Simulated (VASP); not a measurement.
A run of VASP 6.6.1:

File POSCAR:

```
Cs2NaAlF6
1.0
    0.0000000000      4.3751110000      4.3751110000
    4.3751110000      0.0000000000      4.3751110000
    4.3751110000      4.3751110000      0.0000000000
Cs Na Al F
2 1 1 6
Direct
    0.7500000000      0.7500000000      0.7500000000
    0.2500000000      0.2500000000      0.2500000000
    0.5000000000      0.5000000000      0.5000000000
    0.0000000000      0.0000000000      0.0000000000
    0.7871860000      0.2128140000      0.2128140000
    0.2128140000      0.2128140000      0.7871860000
    0.2128140000      0.7871860000      0.7871860000
    0.2128140000      0.7871860000      0.2128140000
    0.7871860000      0.2128140000      0.7871860000
    0.7871860000      0.7871860000      0.2128140000
```

Contents of INCAR.step1:

```
SYSTEM = Cs2NaAlF6
ALGO = Normal
EDIFF = 1E-4
ENCUT = 520
GGA = PE
ISMEAR = -1
LASPH = .TRUE.
LCHARG = .FALSE.
LREAL = .FALSE.
LWAVE = .TRUE.
NBANDS = 46
NELM = 60
PREC = Accurate
SIGMA = 0.02
```

The input INCAR.step2:

```
SYSTEM = Cs2NaAlF6
ALGO = Normal
EDIFF = 1E-6
ENCUT = 520
ISIF = 2
ISMEAR = -1
ISTART = 1
LASPH = .TRUE.
LCHARG = .TRUE.
LELF = .TRUE.
LMIXTAU = .TRUE.
LREAL = .FALSE.
LVHAR = .TRUE.
LWAVE = .FALSE.
METAGGA = R2SCAN
NBANDS = 46
NELM = 60
PREC = Accurate
SIGMA = 0.02
```

KPOINTS

```
k-points
0
G
  3 3 3
  0 0 0
```

Potentials or basis: VASP PAW PBE potentials, release 64 (Cs_sv, Na_pv, Al, F).

The run is started by

```sh
$ cat potpaw_PBE.64/Cs_sv/POTCAR potpaw_PBE.64/Na_pv/POTCAR potpaw_PBE.64/Al/POTCAR potpaw_PBE.64/F/POTCAR > POTCAR
$ cp INCAR.step1 INCAR
$ mpirun -np 1 vasp_std > vasp.out
$ cp INCAR.step2 INCAR
$ mpirun -np 1 vasp_std > vasp.out
```

Hardware: 1 thread of Intel(R) Xeon(R) Platinum 8259CL CPU @ 2.50GHz (Skylake/Cascade Lake), on a shared host.

Estimate the wall time of this run.

Wall time 2.7 min on 1 thread of Intel(R) Xeon(R) Platinum 8259CL CPU @ 2.50GHz (Skylake/Cascade Lake), with other jobs on the host, peak memory 0.38 GiB. Counts: k points 4.
